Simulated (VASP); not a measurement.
The system is IrRh4.

```
CELL_PARAMETERS angstrom
3.02180 0.00000 0.00000
-1.51090 2.61695 0.00000
0.00000 0.00000 17.31731
ATOMIC_POSITIONS crystal
Ir 0.33333 0.66667 0.75000
Ir 0.66667 0.33333 0.25000
Rh 0.33333 0.66667 0.95000
Rh 0.33333 0.66667 0.15000
Rh 0.33333 0.66667 0.35000
Rh 0.33333 0.66667 0.55000
Rh 0.66667 0.33333 0.05000
Rh 0.66667 0.33333 0.45000
Rh 0.66667 0.33333 0.65000
Rh 0.66667 0.33333 0.85000
```

| Item | Value |
| --- | --- |
| Program | VASP 6.6.1 |
| Task | relaxation of cell and atoms |
| Functional | PBE |
| Potentials or basis | VASP PAW PBE potentials, release 64 (Ir, Rh_pv) |
| Cutoff | 600 eV |
| k mesh | 6 × 6 × 1 |
| Occupations | gaussian, width 0.1 eV |
| Spin | no spin polarisation |

At the start: pressure 39.8 GPa; volume 13.69 Å³/atom.

Question: How do energy, volume and symmetry change on relaxing?

Answer: Over 16 steps the energy falls by 720.7 meV/atom and the volume is 14.21 Å³/atom (+3.8 %); space group P6_3/mmc (No. 194, to 0.05 Å).

The path:
```
step  energy change (eV)  largest force (eV/Å)  pressure (GPa)  volume (Å³)
   1              0.0000                0.4923           39.79       136.94
   2              5.8368                0.4401          -35.15       214.17
   3             -2.8501                0.1831          -10.64       160.37
   4             -2.8896                0.1510           -7.80       158.23
   5             -5.5214                0.1540          -11.32       153.10
   6              2.1683                0.2516           63.48       128.63
   7             -6.6619                0.1685          -10.35       149.37
   8             -7.0188                0.1042           -2.83       143.76
   9             -7.0890                0.1345           -6.90       146.10
  10             -7.0978                0.1276           -6.45       145.79
  11             -6.6173                0.1539           21.25       133.21
  12             -7.1754                0.1089           -0.07       142.22
  13             -7.2039                0.1215            0.00       142.14
  14             -7.2039                0.1206            0.14       142.07
  15             -7.2067                0.0539            0.09       142.11
  16             -7.2073                0.0380            0.08       142.13
```

Final structure:
```xyz
10
Lattice="2.7443 0.0000 0.0000 -1.3722 2.3767 0.0000 0.0000 0.0000 21.7912" Properties=species:S:1:pos:R:3 pbc="T T T"
Ir    0.0000    1.5844   16.3434
Ir    1.3722    0.7922    5.4478
Rh    0.0000    1.5844   20.7095
Rh    0.0000    1.5844    3.2706
Rh    0.0000    1.5844    7.6251
Rh    0.0000    1.5844   11.9773
Rh    1.3722    0.7922    1.0817
Rh    1.3722    0.7922    9.8139
Rh    1.3722    0.7922   14.1662
Rh    1.3722    0.7922   18.5207
```

Caveat: the k points lie up to 0.44 Å⁻¹ apart in the final cell.
